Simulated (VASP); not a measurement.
Set up this calculation in VASP 6.6.1, as the native input.

- Task: single point
- Functional: LDA
- Potentials or basis: VASP PAW LDA potentials, release 64 (Ca_sv)
- Cutoff: 520 eV
- k mesh: 6 × 6 × 6
- Occupations: gaussian, width 0.1 eV
- Spin: no spin polarisation
- Dipole correction: no
- Further INCAR settings: ALGO = Normal; EDIFF = 1e-06; NBANDS = 28

The structure of Ca lies in POSCAR:

```
Ca
1.0
    0.0000000000     -4.7532325118      0.0000000000
    4.7532325118      0.0000000000      0.0000000000
   -2.3766162559      2.3766162559      8.2689634701
Ca
4
Direct
    0.3372786500      0.3372786500      0.6745573000
    0.5000000000      0.0000000000      0.0000000000
    0.6627213500      0.6627213500      0.3254427000
    0.0000000000      0.5000000000      0.0000000000
```

One way to write it, as run:

INCAR

```
PREC = Accurate
ENCUT = 520
EDIFF = 1E-6
ISMEAR = 0
SIGMA = 0.1
LREAL = False
LASPH = True
NELM = 100
ALGO = Normal
ISIF = 2
LWAVE = False
LCHARG = False
GGA = CA
NBANDS = 28
```

KPOINTS

```
Automatic mesh
0
Gamma
  6 6 6
```

Potentials or basis: VASP PAW LDA potentials, release 64 (Ca_sv).

The run is started by

```bash
$ cat potpaw_LDA.64/Ca_sv/POTCAR > POTCAR
$ mpirun -np 1 vasp_std > vasp.out
```

Results of the run:

```
Pressure               : -0.2 GPa
Largest force          : 0.823 eV/Å
Band gap on the k mesh : zero (band 20 reaches 1.56 eV, above the bottom of band 21 at 1.14 eV)
```

Wall time 2.5 min on 1 thread of AMD EPYC 7R13 Processor (Zen 3), with other jobs on the host, peak memory 0.26 GiB.
